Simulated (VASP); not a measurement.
# ZnSe (I-4m2) in VASP: single point with PBEsol

Aim: the single point of ZnSe with PBEsol.

Program: VASP 6.6.1. These are calculated values, not measurements. Logs are shortened: lines on timing, memory, paths and dates and some standing lists are left out, and cuts for length are marked.

### Step 1. The cell of the first run

The structure is tetragonal, space group I-4m2 (No. 119). Conventional cell: a = 3.944 Å, b = 3.944 Å, c = 5.701 Å, α = 90.00°, β = 90.00°, γ = 90.00°. Within 3.2 Å of Zn (site symmetry -4m2) lie 4 Se at 2.43 Å. Within 3.2 Å of Se (site symmetry -4m2) lie 4 Zn at 2.43 Å.

### Step 2. Single point, PBEsol

The input, INCAR:

```
SYSTEM = ZnSe
ALGO = Normal
EDIFF = 1E-6
ENCUT = 500
GGA = PS
GGA_COMPAT = .False.
ISIF = 2
ISMEAR = 0
LASPH = .True.
LCHARG = .False.
LREAL = .False.
LWAVE = .False.
NBANDS = 16
NELM = 120
PREC = Accurate
SIGMA = 0.01
```

The input, KPOINTS:

```
k-points
0
Gamma
  4 4 4
  0 0 0
```

The input, POSCAR:

```
ZnSe
1.0
    0.0000000000      2.7885351452      2.8502951544
    2.7885351452      0.0000000000      2.8502951544
    2.7885351452      2.7885351452      0.0000000000
Zn Se
1 1
Direct
    0.0000000000      0.0000000000      0.0000000000
    0.2500000000      0.2500000000      0.2500000000
```

Potentials or basis: VASP PAW PBE potentials, release 64 (Zn, Se).

On the command line:

```bash
cat potpaw_PBE.64/Zn/POTCAR potpaw_PBE.64/Se/POTCAR > POTCAR
mpirun -np 1 vasp_std > vasp.out
```

OUTCAR:

```text
SYSTEM = ZnSe
   EDIFF = 1E-6
   ENCUT = 500
   GGA = PS
   ISIF = 2
   ISMEAR = 0
   LASPH = .True.
   LREAL = .False.
   NELM = 120
   PREC = Accurate

 ion  position               nearest neighbor table
   1  0.000  0.000  0.000-   2 2.43   2 2.43   2 2.43   2 2.43
   2  0.250  0.250  0.250-   1 2.43   1 2.43   1 2.43   1 2.43

  LATTYP: Found a body centered tetragonal cell.
 ALAT       =     3.9435842215
 C/A-ratio  =     1.4455353274

  Lattice vectors:

 A1 = (  -2.7885351452,   0.0000000000,   2.8502951544)
 A2 = (   2.7885351452,   0.0000000000,   2.8502951544)
 A3 = (   0.0000000000,   2.7885351452,  -2.8502951544)

Analysis of symmetry for initial positions (statically):
=====================================================================
 Subroutine PRICEL returns:
 Original cell was already a primitive cell.

 Routine SETGRP: Setting up the symmetry group for a
 body centered tetragonal supercell.

 Subroutine GETGRP returns: Found  8 space group operations
 (whereof  8 operations were pure point group operations)
 out of a pool of 16 trial point group operations.

The static configuration has the point symmetry D_2d.

Analysis of symmetry for dynamics (positions and initial velocities):
=====================================================================
 Subroutine PRICEL returns:
 Original cell was already a primitive cell.

 Routine SETGRP: Setting up the symmetry group for a
 body centered tetragonal supercell.

 Subroutine GETGRP returns: Found  8 space group operations
 (whereof  8 operations were pure point group operations)
 out of a pool of 16 trial point group operations.

The dynamic configuration has the point symmetry D_2d.

 Subroutine INISYM returns: Found  8 space group operations
 (whereof  8 operations are pure point group operations),
 and found     1 'primitive' translations

----------------------------------------------------------------------------------------

                                     Primitive cell

  volume of cell :      44.3274

  direct lattice vectors                    reciprocal lattice vectors
     0.000000000  2.788535145  2.850295154    -0.179305612  0.179305612  0.175420429
     2.788535145  0.000000000  2.850295154     0.179305612 -0.179305612  0.175420429
     2.788535145  2.788535145  0.000000000     0.179305612  0.179305612 -0.175420429

  length of vectors
     3.987494291  3.987494291  3.943584221     0.308339637  0.308339637  0.308339637

  position of ions in fractional coordinates (direct lattice)
     0.000000000  0.000000000  0.000000000
     0.250000000  0.250000000  0.250000000

  ion indices of the primitive-cell ions
   primitive index   ion index
                 1           1
                 2           2

----------------------------------------------------------------------------------------

 KPOINTS: k-points

Automatic generation of k-mesh.
 Grid dimensions read from file:
 generate k-points for:    4    4    4

 Generating k-lattice:

  Cartesian coordinates                     Fractional coordinates (reciprocal lattice)
    -0.044826403  0.044826403  0.043855107     0.250000000  0.000000000  0.000000000
     0.044826403 -0.044826403  0.043855107     0.000000000  0.250000000  0.000000000
     0.044826403  0.044826403 -0.043855107     0.000000000  0.000000000  0.250000000

  Length of vectors
     0.077084909  0.077084909  0.077084909

  Shift w.r.t. Gamma in fractional coordinates (k-lattice)
     0.000000000  0.000000000  0.000000000

 Subroutine IBZKPT returns following result:
 ===========================================

 Found     13 irreducible k-points:

 Following reciprocal coordinates:
            Coordinates               Weight
  0.000000  0.000000  0.000000      1.000000
  0.250000  0.000000  0.000000      8.000000
  0.500000  0.000000  0.000000      4.000000
  0.250000  0.250000  0.000000      2.000000
  0.500000  0.250000  0.000000      8.000000
 -0.250000  0.250000  0.000000      4.000000
  0.500000  0.500000  0.000000      1.000000
  0.250000  0.000000  0.250000      4.000000
  0.500000  0.000000  0.250000     16.000000
 -0.250000 -0.000000  0.250000      8.000000
 -0.250000  0.500000  0.250000      4.000000
  0.500000  0.000000  0.500000      2.000000
 -0.250000  0.250000  0.500000      2.000000
   k-points           NKPTS =     13   k-points in BZ     NKDIM =     13   number of bands    NBANDS=     16
   number of dos      NEDOS =    301   number of ions     NIONS =      2
   total plane-waves  NPLWV =  27000
   dimension x,y,z NGX =    30 NGY =   30 NGZ =   30
   dimension x,y,z NGXF=    60 NGYF=   60 NGZF=   60
   ions per type =               1   1
   NGX,Y,Z   is equivalent  to a cutoff of  12.51, 12.51, 12.65 a.u.
   NGXF,Y,Z  is equivalent  to a cutoff of  25.02, 25.02, 25.29 a.u.
 SYSTEM =  ZnSe
   PREC   = accura    normal or accurate (medium, high low for compatibility)
   ISTART =      0    job   : 0-new  1-cont  2-samecut
   ICHARG =      2    charge: 1-file 2-atom 10-const
   ISPIN  =      1    spin polarized calculation?
   LNONCOLLINEAR =      F non collinear calculations
   LSORBIT =      F    spin-orbit coupling
   LASPH  =      T    aspherical Exc in radial PAW
   ENCUT  =  500.0 eV  36.75 Ry    6.06 a.u.   7.27  7.27  7.19*2*pi/ulx,y,z
   NELM   =    120;   NELMIN=  2; NELMDL= -5     # of ELM steps
   EDIFF  = 0.1E-05   stopping-criterion for ELM
   LREAL  =      F    real-space projection
   EDIFFG = 0.1E-04   stopping-criterion for IOM
   NSW    =      0    number of steps for IOM
   IBRION =     -1    ionic relax: 0-MD 1-quasi-New 2-CG
   NFREE  =      0    steps in history (QN), initial steepest desc. (CG)
   ISIF   =      2    stress and relaxation
   ISYM   =      2    0-nonsym 1-usesym 2-fastsym
   POTIM  = 0.5000    time-step for ionic-motion
   TEBEG  =    0.0;   TEEND  =   0.0 temperature during run
   PSTRESS=    0.0 pullay stress
   NELECT =      18.0000    total number of electrons
   NUPDOWN=      -1.0000    fix difference up-down
   EMIN   =  10.00;   EMAX   =-10.00  energy-range for DOS
   EFERMI =   0.00;   METHOD = LEGACY
   ISMEAR =     0;   SIGMA  =   0.01  broadening in eV -4-tet -1-fermi 0-gaus
   EFERMI_NEDOS =   21; number of points for ismear=-14 and -15
   IALGO  =     38    algorithm
   IMIX   =      4    mixing-type and parameters
     AMIX     =   0.40;   BMIX     =  1.00
     AMIX_MAG =   1.60;   BMIX_MAG =  1.00
  volume/ion in A,a.u.               =      22.16       149.57
  Fermi-wavevector in a.u.,A,eV,Ry     =   1.212295  2.290905 19.995926  1.469659
  Thomas-Fermi vector in A             =   2.347784
   LORBIT       =      0    0 simple, 1 ext, 2 COOP (PROOUT), +10 PAW based schemes
   GGA     = PS    functional components
   LHFCALC =     F    Hartree Fock is set to
   AEXX    =    0.0000 exact exchange contribution
   IVDW    =     0    specifies the selected vdW correction
   LEPSILON=     F    determine dielectric tensor
   LRPA    =     F    only Hartree local field effects (RPA)
 non-spin polarized calculation
 Gauss-broadening in eV      SIGMA  =   0.01
  energy-cutoff  :      500.00
  volume of cell :       44.33
 maximum number of plane-waves:      1138
 NGX is ok and might be reduce to    30
   NGX = 15   NGY = 15   NGZ = 15

 number of electron      17.9999990 magnetization

 Free energy of the ion-electron system (eV)
  ---------------------------------------------------
  ext. energy  EPLUGINS =         0.00000000
  ---------------------------------------------------
  free energy    TOTEN  =        -6.69590515 eV

  energy without entropy =       -6.69590515  energy(sigma->0) =       -6.69590515

 E-fermi :   1.8976     XC(G=0):  -9.6340

 val. band max:        1.7793403013   @ k =   0.0000   0.0000   0.0000
 cond. band min:       3.0101108549   @ k =   0.0000   0.0000   0.0000
 fundamental gap:      1.2307705536
 Fermi energy:         1.8975882414

 k-point     1 :       0.0000    0.0000    0.0000
  band No.  band energies     occupation
      1     -11.7042      2.00000
      2      -4.9434      2.00000
      3      -4.9328      2.00000
      4      -4.9328      2.00000
      5      -4.5469      2.00000
      6      -4.5420      2.00000
[... 8 lines left out ...]
     15      12.9978      0.00000
     16      13.4205      0.00000

 k-point     2 :       0.2500    0.0000    0.0000
  band No.  band energies     occupation
      1     -11.3171      2.00000
      2      -4.8913      2.00000
      3      -4.8792      2.00000
      4      -4.8777      2.00000
      5      -4.5445      2.00000
      6      -4.5443      2.00000
[... 8 lines left out ...]
     15      12.1805      0.00000
     16      12.3692      0.00000

 k-point     3 :       0.5000    0.0000    0.0000
  band No.  band energies     occupation
      1     -10.8555      2.00000
      2      -4.8513      2.00000
      3      -4.8372      2.00000
      4      -4.5275      2.00000
      5      -4.5221      2.00000
      6      -4.3754      2.00000
[... 8 lines left out ...]
     15      14.7991      0.00000
     16      14.9737      0.00000

 k-point     4 :       0.2500    0.2500    0.0000
  band No.  band energies     occupation
      1     -11.1997      2.00000
      2      -4.9655      2.00000
      3      -4.8147      2.00000
      4      -4.8147      2.00000
      5      -4.5783      2.00000
      6      -4.5180      2.00000
[... 8 lines left out ...]
     15      14.2660      0.00000
     16      15.4186      0.00000
[... 115 lines left out ...]
 k-point    11 :      -0.2500    0.5000    0.2500
  band No.  band energies     occupation
      1     -10.5669      2.00000
      2      -4.8244      2.00000
      3      -4.7111      2.00000
      4      -4.5843      2.00000
      5      -4.5718      2.00000
      6      -4.2220      2.00000
[... 8 lines left out ...]
     15      15.4902      0.00000
     16      15.7921      0.00000

 k-point    12 :       0.5000    0.0000    0.5000
  band No.  band energies     occupation
      1     -10.5544      2.00000
      2      -4.9293      2.00000
      3      -4.6787      2.00000
      4      -4.6576      2.00000
      5      -4.4917      2.00000
      6      -4.3465      2.00000
[... 8 lines left out ...]
     15      15.6228      0.00000
     16      16.0841      0.00000

 k-point    13 :      -0.2500    0.2500    0.5000
  band No.  band energies     occupation
      1     -10.5498      2.00000
      2      -4.8154      2.00000
      3      -4.7270      2.00000
      4      -4.5928      2.00000
      5      -4.5748      2.00000
      6      -4.2144      2.00000
[... 8 lines left out ...]
     15      15.8565      0.00000
     16      15.9622      0.00000

------------------------ aborting loop because EDIFF is reached ----------------------------------------

  FORCE on cell =-STRESS in cart. coord.  units (eV):
  Direction    XX          YY          ZZ          XY          YZ          ZX
  --------------------------------------------------------------------------------------
  -------------------------------------------------------------------------------------
  Total        0.4052678      0.4052678      0.1778507      0.0000000      0.0000000      0.0000000
  in kB       14.6480766     14.6480766      6.4282680      0.0000000      0.0000000      0.0000000
  external PRESSURE =      11.9081404 kB  Pullay stress =       0.0000000 kB

 VOLUME and BASIS-vectors are now :
 -----------------------------------------------------------------------------
  energy-cutoff  :      500.00
  volume of cell :       44.33
      direct lattice vectors                 reciprocal lattice vectors
     0.000000000  2.788535145  2.850295154    -0.179305612  0.179305612  0.175420429
     2.788535145  0.000000000  2.850295154     0.179305612 -0.179305612  0.175420429
     2.788535145  2.788535145  0.000000000     0.179305612  0.179305612 -0.175420429

 POSITION                                       TOTAL-FORCE (eV/Angst)
 -----------------------------------------------------------------------------------
      0.00000      0.00000      0.00000        -0.000000     -0.000000     -0.000000
      1.39427      1.39427      1.42515         0.000000      0.000000      0.000000
 -----------------------------------------------------------------------------------
    total drift:                                0.000000      0.000000     -0.000001

  FREE ENERGIE OF THE ION-ELECTRON SYSTEM (eV)
  ---------------------------------------------------
  free  energy   TOTEN  =        -6.6959051480 eV

  energy  without entropy=       -6.6959051480  energy(sigma->0) =       -6.69590515
```

Wall time 9.2 s (1 thread of Intel Xeon Platinum 8488C (Sapphire Rapids), shared host); peak memory 0.16 GiB.

Results:

* Free energy: -6.6959 eV
* Pressure: 1.2 GPa
* Band gap on the k mesh: 1.23 eV

Caveat: the k points lie up to 0.48 Å⁻¹ apart; the PAW data sets were made with another functional, which shifts forces and pressure a little.
